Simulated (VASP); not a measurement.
A run of VASP 6.6.1 is set up as follows.

File INCAR:

```
PREC = Accurate
ENCUT = 520
EDIFF = 1E-6
ISMEAR = 0
SIGMA = 0.03
LREAL = F
LASPH = T
NELM = 100
ALGO = Normal
ISIF = 2
LWAVE = F
LCHARG = T
GGA = PE
LELF = T
LVHAR = T
NBANDS = 17
```

Contents of KPOINTS:

```
Automatic mesh
0
Gamma
  10 10 10
```

The input POSCAR:

```
PbS
1.0
    0.0000000000      2.9650000000      2.8760500000
    2.9650000000      0.0000000000      2.8760500000
    2.9650000000      2.9650000000      0.0000000000
Pb S
1 1
Direct
    0.0000000000      0.0000000000      0.0000000000
    0.5000000000      0.5000000000      0.5000000000
```

Potentials or basis: VASP PAW PBE potentials, release 64 (Pb_d, S).

Launch:

```sh
$ cat potpaw_PBE.64/Pb_d/POTCAR potpaw_PBE.64/S/POTCAR > POTCAR
$ mpirun -np 1 vasp_std > vasp.out
```

(1) Estimate the pressure.

(2) Predict the band gap on the k mesh.

Answers

(1) 4.4 GPa.

(2) 0.22 eV.

Caveat: the cell differs from its parent crystal (strain +0.000 along x and y, -0.030 along z); the cell stands under pressure; spin-orbit coupling is left out, which moves the levels of the heavy elements.
